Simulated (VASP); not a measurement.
Wanted: the native input for a VASP 6.6.1 run.

```
Task                   : single point
Functional             : r2SCAN
Potentials or basis    : VASP PAW PBE potentials, release 64 (Sb, In_d)
Cutoff                 : 520 eV
k mesh                 : 6 × 6 × 6
Occupations            : fermi-dirac, width 0.05 eV
Spin                   : no spin polarisation
Dipole correction      : no
Further INCAR settings : ALGO = Normal; EDIFF = 1e-06; NBANDS = 22
```

InSb3:

```
CELL_PARAMETERS angstrom
4.80637 0.00000 0.00000
0.00000 4.80637 0.00000
0.00000 0.00000 4.80637
ATOMIC_POSITIONS crystal
Sb 0.50000 0.50000 0.00000
Sb 0.00000 0.50000 0.50000
Sb 0.50000 0.00000 0.50000
In 0.00000 0.00000 0.00000
```

One way to write it, as run:

POSCAR

```
InSb3
1.0
    4.8063670000      0.0000000000      0.0000000000
    0.0000000000      4.8063670000      0.0000000000
    0.0000000000      0.0000000000      4.8063670000
Sb In
3 1
Direct
    0.5000000000      0.5000000000      0.0000000000
    0.0000000000      0.5000000000      0.5000000000
    0.5000000000      0.0000000000      0.5000000000
    0.0000000000      0.0000000000      0.0000000000
```

INCAR.step1

```
ALGO = Normal ; EDIFF = 1E-4
ENCUT = 520 ; GGA = PE
ISMEAR = -1 ; LASPH = T
LCHARG = F ; LREAL = F
LWAVE = T ; NBANDS = 22
NELM = 60 ; PREC = Accurate
SIGMA = 0.05
```

INCAR.step2

```
ALGO = Normal ; EDIFF = 1E-6
ENCUT = 520 ; ISIF = 2
ISMEAR = -1 ; ISTART = 1
LASPH = T ; LCHARG = T
LELF = T ; LMIXTAU = T
LREAL = F ; LVHAR = T
LWAVE = F ; METAGGA = R2SCAN
NBANDS = 22 ; NELM = 60
PREC = Accurate ; SIGMA = 0.05
```

KPOINTS

```
k-points
0
Gamma
  6 6 6
```

Potentials or basis: VASP PAW PBE potentials, release 64 (Sb, In_d).

Command:

```sh
$ cat potpaw_PBE.64/Sb/POTCAR potpaw_PBE.64/In_d/POTCAR > POTCAR
$ cp INCAR.step1 INCAR
$ mpirun -np 1 vasp_std > vasp.out
$ cp INCAR.step2 INCAR
$ mpirun -np 1 vasp_std > vasp.out
```

It gave:

```yaml
Pressure: -0.6 GPa
Band_gap_on_the_k_mesh: zero (band 14 reaches 11.48 eV, above the bottom of band 15 at 6.54 eV)
```

Caveat: the PAW data sets were made with another functional, which shifts forces and pressure a little; spin-orbit coupling is left out, which moves the levels of the heavy elements.

It took 87 s on 1 thread of Intel Xeon 6975P-C (shared host), peak memory 0.24 GiB.
